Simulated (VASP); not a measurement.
Wanted: the native input for a VASP 6.6.1 run.

```yaml
Task: single point
Functional: PBE
Potentials_or_basis: VASP PAW PBE potentials, release 64 (Mg, Te, O)
Cutoff: 520 eV
k_mesh: 10 × 10 × 10
Occupations: gaussian, width 0.1 eV
Spin: no spin polarisation
Dipole_correction: no
Further_INCAR_settings: ALGO = Normal; EDIFF = 1e-07; NBANDS = 23
```

The structure of Mg2Te3O lies in POSCAR:

```
Mg2Te3O
1.0
   -2.9092493019      2.9092493019      5.6058491349
    2.9092493019     -2.9092493019      5.6058491349
    2.9092493019      2.9092493019     -5.6058491349
Mg Te O
2 3 1
Direct
    0.7500000000      0.2500000000      0.5000000000
    0.2500000000      0.7500000000      0.5000000000
    0.5000000000      0.5000000000      0.0000000000
    0.5000000000      0.0000000000      0.5000000000
    0.0000000000      0.5000000000      0.5000000000
    0.0000000000      0.0000000000      0.0000000000
```

One way to write it, as run:

INCAR

```
SYSTEM = Mg2Te3O
PREC = Accurate ; ENCUT = 520
EDIFF = 1E-7 ; ISMEAR = 0
SIGMA = 0.1 ; LREAL = .FALSE.
LASPH = .TRUE. ; NELM = 80
ALGO = Normal ; ISIF = 2
LWAVE = .FALSE. ; LCHARG = .FALSE.
GGA = PE ; NBANDS = 23
```

KPOINTS

```
Automatic mesh
0
G
  10 10 10
  0 0 0
```

Potentials or basis: VASP PAW PBE potentials, release 64 (Mg, Te, O).

Command:

```console
$ cat potpaw_PBE.64/Mg/POTCAR potpaw_PBE.64/Te/POTCAR potpaw_PBE.64/O/POTCAR > POTCAR
$ mpirun -np 1 vasp_std > vasp.out
```

Results of the run:

| Quantity | Value |
| --- | --- |
| Pressure | 0.0 GPa |
| Band gap on the k mesh | zero (band 14 reaches 4.23 eV, above the bottom of band 15 at 2.62 eV) |

Caveat: spin-orbit coupling is left out, which moves the levels of the heavy elements.

Wall time 8.3 min on 1 thread of AMD EPYC 9R45 96-Core Processor (Zen 5), on a shared host, peak memory 0.67 GiB.
